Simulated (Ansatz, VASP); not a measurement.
## One calculation of Li, two programs

The input INCAR:

```
PREC = Accurate
ENCUT = 600
EDIFF = 1E-6
ISMEAR = 0
SIGMA = 0.1
LREAL = False
LASPH = True
NELM = 80
ALGO = Fast
ISIF = 3
LWAVE = False
LCHARG = False
GGA = PE
IBRION = 2
NSW = 100
EDIFFG = -0.01
```

KPOINTS

```
regular mesh
0
Gamma
  6 6 10
```

The input POSCAR:

```
Li
1.0
    7.6746345725      0.0000000000      0.0000000000
    0.0000000000      7.6746345725      0.0000000000
    0.0000000000      0.0000000000      3.5274928473
Li
10
Direct
    0.6664842694      0.8335157306      0.5000000000
    0.8335157306      0.3335157306      0.5000000000
    0.3335157306      0.1664842694      0.5000000000
    0.1664842694      0.6664842694      0.5000000000
    0.5000000000      0.5000000000      0.0000000000
    0.0000000000      0.0000000000      0.0000000000
    0.6326725702      0.1326725702      0.0000000000
    0.8673274298      0.6326725702      0.0000000000
    0.1326725702      0.3673274298      0.0000000000
    0.3673274298      0.8673274298      0.0000000000
```

Input for Ansatz:

```yaml
crystal:
  lattice:
    - [7.6746345725, 0.0, 0.0]
    - [0.0, 7.6746345725, 0.0]
    - [0.0, 0.0, 3.5274928473]
  atoms:
    - { symbol: Li, position: [0.6664842694, 0.8335157306, 0.5] }
    - { symbol: Li, position: [0.8335157306, 0.3335157306, 0.5] }
    - { symbol: Li, position: [0.3335157306, 0.1664842694, 0.5] }
    - { symbol: Li, position: [0.1664842694, 0.6664842694, 0.5] }
    - { symbol: Li, position: [0.5, 0.5, 0.0] }
    - { symbol: Li, position: [0.0, 0.0, 0.0] }
    - { symbol: Li, position: [0.6326725702, 0.1326725702, 0.0] }
    - { symbol: Li, position: [0.8673274298, 0.6326725702, 0.0] }
    - { symbol: Li, position: [0.1326725702, 0.3673274298, 0.0] }
    - { symbol: Li, position: [0.3673274298, 0.8673274298, 0.0] }
basis:
  ecutwfc: 420
kpoints:
  mp_grid: { grid: [6, 6, 10] }
hamiltonian:
  xc: pbe
scf:
  occupations: { method: gaussian, width: 0.1 }
output:
  forces: true
  stress: true
  eigenvalues: true
  write_density: true
  write_potential: true
  elf: true
  volumetric_format: npy
relax:
  adjacent_minimum: "off"
  f_tol: 0.01
  max_steps: 80
  cell: { stress_tol: 0.05 }
```

Alike in both runs: task relaxation of cell and atoms; functional PBE; k mesh 6 × 6 × 10; occupations gaussian, width 0.1 eV; no spin polarisation.

|  | VASP | Ansatz |
| --- | --- | --- |
| version | VASP 6.6.1 | Ansatz 0.2.0 |
| potentials or method | VASP PAW PBE potentials, release 64 (Li_sv), cutoff 600 eV | scalar-relativistic, plane waves, PAW |
| valence electrons in the cell | 30 | 30 |

VASP gave:

| Item | Value |
| --- | --- |
| gap on the k mesh at the Fermi level, each at its own relaxed structure (eV) | none |
| relaxed volume (Å³/atom) | 20.77 |
| relaxed length of the cell vector where the two differ most in proportion (Å) | 3.236 |

Estimate Ansatz's values.

gap on the k mesh at the Fermi level, each at its own relaxed structure (eV): none; relaxed volume (Å³/atom): 20.90; relaxed length of the cell vector where the two differ most in proportion (Å): 3.247.

A gap of «none» marks a metal or a gap that the smearing closes.

Noted on VASP's run: the cutoff is under 1.25 times that of the potentials, so the pressure is a little rough.
